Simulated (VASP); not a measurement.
Here is a VASP 6.6.1 calculation.

The input INCAR:

```
  ALGO = Normal
  DIPOL = 0.5 0.5 0.320
  EDIFF = 1E-7
  ENCUT = 520
  GGA = PE
  IDIPOL = 3
  ISIF = 2
  ISMEAR = 0
  LASPH = T
  LCHARG = F
  LDIPOL = T
  LREAL = F
  LWAVE = F
  NBANDS = 44
  NELM = 80
  PREC = Accurate
  SIGMA = 0.1
```

KPOINTS

```
k-points
0
Gamma
  6 6 1
```

The input POSCAR:

```
Ta3H
1.0
    4.6937283337      0.0000000000      0.0000000000
   -2.3468641669      4.0648879755      0.0000000000
    0.0000000000      0.0000000000     22.4881920917
Ta H
6 2
Direct
    0.6666666667      0.3333333333      0.1778711238
    0.3333333333      0.6666666667      0.2204758507
    0.0000000000      0.0000000000      0.2630805777
    0.6666666667      0.3333333333      0.3023661487
    0.3333333333      0.6666666667      0.3395087724
    0.0000000000      0.0000000000      0.3774510666
   -0.1258061733      0.0000000000      0.4401506378
    0.1258061733      0.0000000000      0.4401506378
```

Potentials or basis: VASP PAW PBE potentials, release 64 (Ta_pv, H).

Launch:

```bash
$ cat potpaw_PBE.64/Ta_pv/POTCAR potpaw_PBE.64/H/POTCAR > POTCAR
$ mpirun -np 1 vasp_std > vasp.out
```

Problem. Predict the band gap on the k mesh.

Solution. Zero (bands 34 and 35 overlap by 0.17 eV).

Problem. What does it give for the largest force?

Solution. 8.353 eV/Å.

Forces in eV/Å, atoms in the order of the input:
```
Ta   0.000  0.039  1.844
Ta   0.000  0.070 -0.043
Ta   0.000 -0.215 -3.426
Ta   0.000  0.357 -0.242
Ta   0.000  0.033  0.652
Ta   0.000  0.034 -8.353
H   -2.239 -0.159  4.784
H    2.239 -0.159  4.784
```

Caveat: spin-orbit coupling is left out, which moves the levels of the heavy elements.
